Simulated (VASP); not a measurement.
Wanted: the native input for a VASP 6.6.1 run.

```yaml
Task: single point
Functional: PBE
Potentials_or_basis: VASP PAW PBE potentials, release 64 (Re, Hg, Ru_pv)
Cutoff: 600 eV
k_mesh: 4 × 4 × 4
Occupations: gaussian, width 0.1 eV
Spin: no spin polarisation
Dipole_correction: no
Further_INCAR_settings: ALGO = Normal; EDIFF = 1e-06; NBANDS = 36
```

The structure of ReHg3Ru lies in POSCAR:

```
ReHg3Ru
1.0
    5.0368504094      0.0000000000      0.0000000000
    0.0000000000      5.0368504094      0.0000000000
    0.0000000000      0.0000000000      5.0368504094
Re Hg Ru
1 3 1
Direct
    0.5000000000      0.5000000000      0.5000000000
    0.5000000000      0.0000000000      0.0000000000
    0.0000000000      0.5000000000      0.0000000000
    0.0000000000      0.0000000000      0.5000000000
    0.0000000000      0.0000000000      0.0000000000
```

One way to write it, as run:

INCAR

```
SYSTEM = ReHg3Ru
PREC = Accurate
ENCUT = 600
EDIFF = 1E-6
ISMEAR = 0
SIGMA = 0.1
LREAL = .FALSE.
LASPH = .TRUE.
NELM = 120
ALGO = Normal
ISIF = 2
LWAVE = .FALSE.
LCHARG = .TRUE.
GGA = PE
LELF = .TRUE.
LVHAR = .TRUE.
NBANDS = 36
GGA_COMPAT = .FALSE.
```

KPOINTS

```
Automatic mesh
0
G
  4 4 4
  0 0 0
```

Potentials or basis: VASP PAW PBE potentials, release 64 (Re, Hg, Ru_pv).

Command:

```bash
$ cat potpaw_PBE.64/Re/POTCAR potpaw_PBE.64/Hg/POTCAR potpaw_PBE.64/Ru_pv/POTCAR > POTCAR
$ mpirun -np 1 vasp_std > vasp.out
```

Results of the run:

```yaml
Pressure: 1.0 GPa
```

Run time: 2.1 min on 1 thread of Intel Xeon 8259CL, with other jobs on the host, peak memory 0.28 GiB.
